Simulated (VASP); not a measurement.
AgCl, 2 atoms in the cell. It takes space group Fm-3m (No. 225, cubic). The conventional cell has a = 5.611 Å, b = 5.611 Å, c = 5.611 Å, α = 90.00°, β = 90.00°, γ = 90.00°. Ag (site symmetry m-3m) has 6 Cl at 2.81 Å within 3.7 Å. Cl (site symmetry m-3m) has 6 Ag at 2.81 Å within 3.7 Å. 

- Program: VASP 6.6.1
- Task: single point
- Functional: PBE
- Potentials or basis: VASP PAW PBE potentials, release 64 (Ag, Cl)
- Cutoff: 500 eV
- k mesh: 6 × 6 × 6
- Occupations: gaussian, width 0.01 eV
- Spin: no spin polarisation
- Dipole correction: no
- Further INCAR settings: ALGO = Normal; EDIFF = 1e-06; NBANDS = 16

Potentials or basis: VASP PAW PBE potentials, release 64 (Ag, Cl).

The run is started by

```console
$ cat potpaw_PBE.64/Ag/POTCAR potpaw_PBE.64/Cl/POTCAR > POTCAR
$ mpirun -np 1 vasp_std > vasp.out
```

Hardware: 1 thread of Intel(R) Xeon(R) Platinum 8488C (Sapphire Rapids), on a shared host.

Task: Estimate the wall time of this run.

Result: It took 9.2 s on 1 thread of Intel(R) Xeon(R) Platinum 8488C (Sapphire Rapids), on a shared host, peak memory 0.16 GiB. Counts: scf iterations 12, k points 16.
